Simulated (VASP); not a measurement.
Here is a VASP 6.6.1 calculation.

Contents of POSCAR:

```
KCl
1.0
    0.0000000000      3.1448471156      3.1448471156
    3.1448471156      0.0000000000      3.1448471156
    3.1448471156      3.1448471156      0.0000000000
K Cl
1 1
Direct
    0.0000000000      0.0000000000      0.0000000000
    0.5000000000      0.5000000000      0.5000000000
```

Contents of INCAR.step1:

```
PREC = Accurate ; ENCUT = 520
EDIFF = 1E-5 ; ISMEAR = 0
SIGMA = 0.01 ; LREAL = False
LASPH = True ; NELM = 60
ALGO = Normal ; ISIF = 2
LWAVE = True ; LCHARG = False
GGA = PE ; NBANDS = 15
```

File INCAR.step2:

```
PREC = Accurate ; ENCUT = 520
EDIFF = 1E-6 ; ISMEAR = 0
SIGMA = 0.01 ; LREAL = False
LASPH = True ; NELM = 60
ALGO = Normal ; ISIF = 2
LWAVE = False ; LCHARG = False
GGA = PE ; LHFCALC = True
HFSCREEN = 0.2079 ; PRECFOCK = Normal
ISTART = 1 ; NBANDS = 15
```

KPOINTS

```
regular mesh
0
Gamma
  4 4 4
```

Potentials or basis: VASP PAW PBE potentials, release 64 (K_sv, Cl).

Run with:

```console
$ cat potpaw_PBE.64/K_sv/POTCAR potpaw_PBE.64/Cl/POTCAR > POTCAR
$ cp INCAR.step1 INCAR
$ mpirun -np 1 vasp_std > vasp.out
$ cp INCAR.step2 INCAR
$ mpirun -np 1 vasp_std > vasp.out
```

Estimate the band gap on the k mesh.

6.50 eV.

Estimate the pressure.

0.5 GPa.

Caveat: the k points lie up to 0.43 Å⁻¹ apart; the PAW data sets were made with another functional, which shifts forces and pressure a little.
